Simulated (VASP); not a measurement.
Here is a VASP 6.6.1 calculation.

The input INCAR:

```
PREC = Accurate ; ENCUT = 600
EDIFF = 1E-6 ; ISMEAR = 0
SIGMA = 0.1 ; LREAL = F
LASPH = T ; NELM = 80
ALGO = Normal ; ISIF = 3
LWAVE = F ; LCHARG = F
GGA = PE ; IBRION = 2
NSW = 90 ; EDIFFG = -0.04
```

KPOINTS

```
Automatic mesh
0
Gamma
  4 4 4
```

POSCAR

```
Si2BiTe2
1.0
   -3.2020856600      3.2020856600      3.1246298900
    3.2020856600     -3.2020856600      3.1246298900
    3.2020856600      3.2020856600     -3.1246298900
Si Bi Te
2 1 2
Direct
    0.1744772300      0.1744772300      0.0000000000
    0.8255227700      0.8255227700      0.0000000000
    0.5000000000      0.5000000000      0.0000000000
    0.5000000000      0.0000000000      0.5000000000
    0.0000000000      0.5000000000      0.5000000000
```

Potentials or basis: VASP PAW PBE potentials, release 64 (Si, Bi_d, Te).

Run with:

```sh
$ cat potpaw_PBE.64/Si/POTCAR potpaw_PBE.64/Bi_d/POTCAR potpaw_PBE.64/Te/POTCAR > POTCAR
$ mpirun -np 1 vasp_std > vasp.out
```

**Question.** What does it give for the relaxed volume?

**Answer.** 30.72 Å³/atom.

**Question.** Predict the space group after relaxing (to 0.05 Å).

**Answer.** I4/mmm (No. 139).

**Question.** Estimate the relaxed cell.

**Answer.** a = 6.000 Å, b = 6.000 Å, c = 6.000 Å, α = 119.64°, β = 119.64°, γ = 90.63°.

Stress tensor (GPa, compression positive):
```
 0.07  0.00  0.00
 0.00  0.07  0.00
 0.00  0.00 -0.08
```

Caveat: the volume moved by over 15 % at a fixed basis, so the end points are rough.
